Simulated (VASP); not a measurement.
Crystal: BaCaF4.

```
CELL_PARAMETERS angstrom
4.12688 0.00000 0.00000
0.00000 4.12688 0.00000
0.00000 0.00000 6.00120
ATOMIC_POSITIONS crystal
Ca 0.00000 0.00000 0.00000
F 0.00000 0.50000 0.77509
F 0.00000 0.50000 0.22491
F 0.50000 0.00000 0.22491
F 0.50000 0.00000 0.77509
Ba 0.50000 0.50000 0.50000
```

```yaml
Program: VASP 6.6.1
Task: relaxation of cell and atoms
Functional: PBEsol
Potentials_or_basis: VASP PAW PBE potentials, release 64 (Ca_sv, F, Ba_sv)
Cutoff: 600 eV
k_mesh: 6 × 6 × 4
Occupations: fermi-dirac, width 0.02 eV
Spin: no spin polarisation
```

At the start: pressure -2.5 GPa; volume 17.03 Å³/atom.

Problem. Where does the relaxation end?

Solution. Over 8 steps the energy falls by 5.6 meV/atom and the volume is 16.37 Å³/atom (-3.9 %); space group P4/mmm (No. 123, to 0.1 Å) before and after.

Step by step:
```tsv
step	energy change (eV)	largest force (eV/Å)	pressure (GPa)	volume (Å³)
1	0.0000	0.0467	-2.52	102.21
2	-0.0316	0.0881	0.05	98.30
3	-0.0316	0.0878	0.04	98.32
4	-0.0330	0.0513	0.02	98.27
5	-0.0337	0.0029	0.01	98.19
6	-0.0337	0.0050	0.01	98.18
7	-0.0337	0.0036	0.01	98.19
8	-0.0338	0.0011	-0.02	98.21
```

Final structure:
```cif
data_structure
_symmetry_space_group_name_H-M 'P 1'
_symmetry_Int_Tables_number 1
_cell_length_a 4.0670
_cell_length_b 4.0670
_cell_length_c 5.9371
_cell_angle_alpha 90.000
_cell_angle_beta 90.000
_cell_angle_gamma 90.000
_cell_volume 98.21
loop_
_atom_site_label
_atom_site_type_symbol
_atom_site_fract_x
_atom_site_fract_y
_atom_site_fract_z
_atom_site_occupancy
Ca1 Ca 0.00000 0.00000 0.00000 1
F1 F 0.00000 0.50000 0.77722 1
F2 F 0.00000 0.50000 0.22278 1
F3 F 0.50000 0.00000 0.22278 1
F4 F 0.50000 0.00000 0.77722 1
Ba1 Ba 0.50000 0.50000 0.50000 1
```

Caveat: the PAW data sets were made with another functional, which shifts forces and pressure a little.
